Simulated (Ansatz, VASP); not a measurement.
Two plane-wave programs on HPt6

```
Pt H
1.0
     5.61433    0.00000    0.00000
    -2.80716    4.86215    0.00000
     0.00000    0.00000   22.61927
Pt H
12 2
Direct
  0.33333 0.16667 0.17684
  0.33333 0.66667 0.17684
  0.83333 0.16667 0.17684
  0.83333 0.66667 0.17684
  0.16667 0.33333 0.27895
  0.16667 0.83333 0.27895
  0.66667 0.33333 0.27895
  0.66667 0.83333 0.27895
  0.00000 0.00000 0.38106
  0.00000 0.50000 0.38106
  0.50000 0.00000 0.38106
  0.50000 0.50000 0.38106
  0.17313 0.34626 0.44339
  0.32687 0.65374 0.44339
```

Alike in both runs: task single point; functional PBE; k mesh 6 × 6 × 1; occupations gaussian, width 0.1 eV; no spin polarisation.

|  | VASP | Ansatz |
| --- | --- | --- |
| version | VASP 6.6.1 | Ansatz 0.2.0 |
| potentials or method | VASP PAW PBE potentials, release 64 (Pt, H), cutoff 520 eV | scalar-relativistic, plane waves, PAW |
| valence electrons in the cell | 122 | 218 |

```tsv
	VASP	Ansatz	Ansatz less VASP
gap on the k mesh at the Fermi level (eV)	none	none	-
rms of the force components (eV/Å)	0.424	0.428	+0.0039
```

Atom by atom the forces differ by 0.008 eV/Å (rms over components). A gap of «none» marks a metal or a gap that the smearing closes. VASP's potentials hold 122 valence electrons a cell and Ansatz's 218, so a difference there can come from the potentials and not from the codes.

Spin-orbit coupling is off throughout.
